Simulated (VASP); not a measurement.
CO2, 12 atoms in the cell. The structure is orthorhombic, space group Pbca (No. 61). The conventional cell has a = 5.866 Å, b = 6.156 Å, c = 6.156 Å, α = 90.00°, β = 90.00°, γ = 90.00°. C (site symmetry -1) has 2 O at 1.17 Å within 1.6 Å. O (site symmetry 1) has 1 C at 1.17 Å within 1.6 Å. 

```yaml
Program: VASP 6.6.1
Task: single point
Functional: PBE
Potentials_or_basis: VASP PAW PBE potentials, release 64 (C, O)
Cutoff: 520 eV
k_mesh: 4 × 4 × 4
Occupations: gaussian, width 0.05 eV
Spin: no spin polarisation
Dipole_correction: no
Further_INCAR_settings: ALGO = Normal; EDIFF = 1e-06; NBANDS = 44
```

Potentials or basis: VASP PAW PBE potentials, release 64 (C, O).

Launch:

```console
$ cat potpaw_PBE.64/C/POTCAR potpaw_PBE.64/O/POTCAR > POTCAR
$ mpirun -np 1 vasp_std > vasp.out
```

Hardware: 1 thread of Intel(R) Xeon(R) Platinum 8488C (Sapphire Rapids) (shared host).

Question: How long does it take, and how much memory?

Answer: Wall time 3 min on 1 thread of Intel(R) Xeon(R) Platinum 8488C (Sapphire Rapids) (shared host), peak memory 0.41 GiB. Counts: scf iterations 13, k points 27.
